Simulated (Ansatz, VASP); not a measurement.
# Two plane-wave programs on MgS

Contents of INCAR:

```
SYSTEM = MgS
  PREC = Accurate
  ENCUT = 520
  EDIFF = 1E-7
  ISMEAR = -1
  SIGMA = 0.02
  LREAL = .False.
  LASPH = .True.
  NELM = 100
  ALGO = Normal
  ISIF = 2
  LWAVE = .False.
  LCHARG = .False.
  GGA = PE
  NBANDS = 16
```

Contents of KPOINTS:

```
Automatic mesh
0
Gamma
  12 12 4
  0 0 0
```

File POSCAR:

```
MgS
1.0
    4.0286647932      0.0000000000      0.0000000000
   -2.0143323966      3.4889260542      0.0000000000
    0.0000000000      0.0000000000      6.4542161851
Mg S
2 2
Direct
    0.6666666667      0.3333333333      0.4971196678
    0.3333333333      0.6666666667      0.9971196678
    0.3333333333      0.6666666667      0.3778793322
    0.6666666667      0.3333333333      0.8778793322
```

Input for Ansatz:

```yaml
crystal:
  lattice:
    - [4.0286647932, 0.0, 0.0]
    - [-2.0143323966, 3.4889260542, 0.0]
    - [0.0, 0.0, 6.4542161851]
  atoms:
    - { symbol: Mg, position: [0.6666666667, 0.3333333333, 0.4971196678] }
    - { symbol: Mg, position: [0.3333333333, 0.6666666667, 0.9971196678] }
    - { symbol: S, position: [0.3333333333, 0.6666666667, 0.3778793322] }
    - { symbol: S, position: [0.6666666667, 0.3333333333, 0.8778793322] }
kpoints:
  mp_grid: { grid: [12, 12, 4] }
  band_path:
    path:
      - [[0.0, 0.0, 0.0], [0.5, -2.105408290966e-17, 1.770277055047e-36], [0.3333333333333, 0.3333333333333, 1.879822180243e-35], [0.0, 0.0, 0.0], [3.381432927955e-52, -6.7402686122e-52, 0.5], [0.5, -2.105408290966e-17, 0.5], [0.3333333333333, 0.3333333333333, 0.5], [3.381432927955e-52, -6.7402686122e-52, 0.5]]
      - [[0.5, -2.105408290966e-17, 0.5], [0.5, -2.105408290966e-17, 1.770277055047e-36]]
      - [[0.3333333333333, 0.3333333333333, 0.5], [0.3333333333333, 0.3333333333333, 1.879822180243e-35]]
    npoints: 10
hamiltonian:
  xc: pbe
scf:
  occupations: { method: fermi_dirac, width: 0.02 }
  n_extra_bands: 5
output:
  forces: true
  stress: true
  eigenvalues: true
```

Alike in both runs: task single point; functional PBE; k mesh 12 × 12 × 4; occupations fermi-dirac, width 0.02 eV; no spin polarisation.

|  | VASP | Ansatz |
| --- | --- | --- |
| version | VASP 6.6.1 | Ansatz 0.2.0 |
| potentials or method | VASP PAW PBE potentials, release 64 (Mg, S) | plane waves, PAW |
| plane-wave cutoff (eV) | 520 | 420 |
| valence electrons in the cell | 16 | 32 |

```tsv
	VASP	Ansatz	Ansatz less VASP
gap on the k mesh at the Fermi level (eV)	3.46	3.47	+0.008
pressure (GPa)	0.9	1.1	+0.15
```

With one functional, cell and mesh, what is left measures potentials, basis and numerics. VASP's potentials hold 16 valence electrons a cell and Ansatz's 32, so a difference there can come from the potentials and not from the codes.
